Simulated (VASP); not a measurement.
A run of VASP 6.6.1:

Contents of INCAR:

```
  PREC = Accurate
  ENCUT = 1340
  EDIFF = 1E-7
  ISMEAR = 0
  SIGMA = 0.1
  LREAL = False
  LASPH = True
  NELM = 120
  ALGO = Normal
  ISIF = 3
  LWAVE = False
  LCHARG = False
  GGA = PE
  IBRION = 2
  NSW = 90
  EDIFFG = -0.04
  GGA_COMPAT = False
  NELMIN = 4
```

The input KPOINTS:

```
regular mesh
0
Gamma
  4 4 4
```

Contents of POSCAR:

```
Ca4AlO
1.0
    0.0000000000      3.9668003000      3.9668003000
    3.9668003000      0.0000000000      3.9668003000
    3.9668003000      3.9668003000      0.0000000000
Ca Al O
4 1 1
Direct
    0.6338570700      0.6338570700      0.6338570700
    0.6338570700      0.6338570700      0.0984287800
    0.6338570700      0.0984287800      0.6338570700
    0.0984287800      0.6338570700      0.6338570700
    0.0000000000      0.0000000000      0.0000000000
    0.2500000000      0.2500000000      0.2500000000
```

Potentials or basis: VASP PAW PBE potentials, release 64 (Ca_sv, Al, O_h).

The run is started by

```sh
$ cat potpaw_PBE.64/Ca_sv/POTCAR potpaw_PBE.64/Al/POTCAR potpaw_PBE.64/O_h/POTCAR > POTCAR
$ mpirun -np 1 vasp_std > vasp.out
```

Hardware: 1 thread of Intel(R) Xeon(R) Platinum 8259CL CPU @ 2.50GHz (Skylake/Cascade Lake), on a shared host.

**Question.** How long does it take, and how much memory?

**Answer.** It took 37 min on 1 thread of Intel(R) Xeon(R) Platinum 8259CL CPU @ 2.50GHz (Skylake/Cascade Lake), on a shared host, peak memory 0.85 GiB. Counts: scf iterations 111, k points 8, ion steps 8.
